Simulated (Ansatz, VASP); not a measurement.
One calculation of KTaO3, two programs

File POSCAR:

```
KTaO3
1.0
    3.9895772900      0.0000000000      0.0000000000
    0.0000000000      3.9895772900      0.0000000000
    0.0000000000      0.0000000000      3.9895772900
K Ta O
1 1 3
Direct
    0.5000000000      0.5000000000      0.5000000000
    0.0000000000      0.0000000000      0.0000000000
    0.5000000000      0.0000000000      0.0000000000
    0.0000000000      0.5000000000      0.0000000000
    0.0000000000      0.0000000000      0.5000000000
```

Contents of INCAR.step1:

```
SYSTEM = KTaO3
PREC = Accurate
ENCUT = 520
ISMEAR = -1
SIGMA = 0.02
LREAL = .False.
LASPH = .True.
NELM = 80
GGA = PE
ALGO = Normal
EDIFF = 1E-4
LWAVE = .True.
LCHARG = .False.
```

The input INCAR.step2:

```
SYSTEM = KTaO3
PREC = Accurate
ENCUT = 520
EDIFF = 1E-7
ISMEAR = -1
SIGMA = 0.02
LREAL = .False.
LASPH = .True.
NELM = 80
ALGO = Normal
ISIF = 2
LWAVE = .False.
LCHARG = .False.
METAGGA = R2SCAN
LMIXTAU = .True.
IBRION = 2
NSW = 50
EDIFFG = -0.01
ISTART = 1
```

Contents of KPOINTS:

```
Automatic mesh
0
Gamma
  8 8 8
  0 0 0
```

Input for Ansatz:

```yaml
crystal:
  lattice:
    - [3.98957729, 0.0, 0.0]
    - [0.0, 3.98957729, 0.0]
    - [0.0, 0.0, 3.98957729]
  atoms:
    - { symbol: K, position: [0.5, 0.5, 0.5] }
    - { symbol: Ta, position: [0.0, 0.0, 0.0] }
    - { symbol: O, position: [0.5, 0.0, 0.0] }
    - { symbol: O, position: [0.0, 0.5, 0.0] }
    - { symbol: O, position: [0.0, 0.0, 0.5] }
  symmetry: { tolerance: 0.0003 }
hamiltonian:
  xc: r2scan
  pseudopotentials: { kind: paw, azcp: { folder: soft_1 } }
basis:
  ecutwfc: 500
magnetization:
  spin_polarized: false
scf:
  occupations: { method: fermi_dirac, width: 0.02 }
kpoints:
  mp_grid: { grid: [8, 8, 8], shift: [0, 0, 0] }
  band_path:
    path:
      - [0.0, 0.0, 0.0]
      - [0.0, 0.5, 0.0]
      - [0.5, 0.5, 0.0]
      - [0.0, 0.0, 0.0]
      - [0.5, 0.5, 0.5]
      - [0.0, 0.5, 0.0]
      - [0.5, 0.5, 0.5]
      - [0.5, 0.5, 0.0]
    npoints: 10
output:
  forces: true
  stress: true
  eigenvalues: true
  write_potential: true
  elf: true
  volumetric_format: npy
  dos: { e_range: [-12, 8], de: 0.05 }
relax:
  max_steps: 30
```

Alike in both runs: task relaxation of the atoms; functional r2SCAN; k mesh 8 × 8 × 8; occupations fermi-dirac, width 0.02 eV; no spin polarisation.

```csv
,VASP,Ansatz
version,VASP 6.6.1,Ansatz 0.2.0
potentials or method,"VASP PAW PBE potentials, release 64 (K_sv, Ta_pv, O), cutoff 520 eV",PAW plane waves
valence electrons in the cell,38,40
```

Ansatz gave:

```
gap on the k mesh at the Fermi level, each at its own relaxed structure (eV) : 2.64
```

Task: Estimate VASP's values.

Result: gap on the k mesh at the Fermi level, each at its own relaxed structure (eV): 2.60.

VASP's potentials were made for PBE, not for r2SCAN. VASP's potentials hold 38 valence electrons a cell and Ansatz's 40, so a difference there can come from the potentials and not from the codes. Ansatz's warnings: stress scf threshold loose.

Neither program's run includes spin-orbit coupling. Noted on VASP's run: the relaxation stopped at its first step, so nothing moved.
